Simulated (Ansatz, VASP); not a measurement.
Two plane-wave programs on SnTe

```
Sn Te
1.0
     0.00000    2.89218    3.75983
     2.89218    0.00000    3.75983
     2.89218    2.89218    0.00000
Sn Te
1 1
Direct
  0.00000 0.00000 0.00000
  0.50000 0.50000 0.50000
```

Alike in both runs: task single point; functional PBEsol; k mesh 10 × 10 × 10; occupations gaussian, width 0.03 eV; no spin polarisation.

|  | VASP | Ansatz |
| --- | --- | --- |
| version | VASP 6.6.1 | Ansatz 0.2.0 |
| potentials or method | VASP PAW PBE potentials, release 64 (Sn_d, Te), cutoff 520 eV | scalar-relativistic, plane waves, PAW |
| valence electrons in the cell | 20 | 30 |

```csv
,VASP,Ansatz,Ansatz less VASP
gap on the k mesh at the Fermi level (eV),none,none,-
pressure (GPa),5.7,5.7,0.00
"traceless stress, the component that is largest in VASP (GPa)",-11.47,-11.45,+0.017
```

VASP's potentials were made for PBE, not for PBEsol. A gap of «none» marks a metal or a gap that the smearing closes. The functional is the same, so the differences come from potentials, cutoffs and numerics. VASP's potentials hold 20 valence electrons a cell and Ansatz's 30, so a difference there can come from the potentials and not from the codes.

Neither program's run includes spin-orbit coupling.
